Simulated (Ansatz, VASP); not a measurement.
**Two plane-wave programs on BP2**

```xyz
3
Lattice="3.4447 0.0000 0.0000 0.0000 3.4447 0.0000 0.0000 0.0000 3.0319" Properties=species:S:1:pos:R:3 pbc="T T T"
B     0.0000    0.0000    0.0000
P     1.7224    0.0000    1.5159
P     0.0000    1.7224    1.5159
```

Alike in both runs: functional PBE; k mesh 5 × 5 × 5; occupations gaussian, width 0.2 eV; no spin polarisation.

Ansatz relaxed the structure, and its values are those at the end. VASP's run is a single point on that final structure, the one shown.

|  | VASP | Ansatz |
| --- | --- | --- |
| version | VASP 6.6.1 | Ansatz 0.2.0 |
| potentials or method | VASP PAW PBE potentials, release 64 (B, P), cutoff 500 eV | scalar-relativistic, plane waves, PAW |
| valence electrons in the cell | 13 | 13 |

```tsv
	VASP	Ansatz	Ansatz less VASP
gap on the k mesh at the Fermi level (eV)	none	none	-
pressure (GPa)	-0.2	0.0	+0.27
```

A gap of «none» marks a metal or a gap that the smearing closes. The functional is the same, so the differences come from potentials, cutoffs and numerics.

The k mesh is coarse, so the values compare programs but aren't converged.
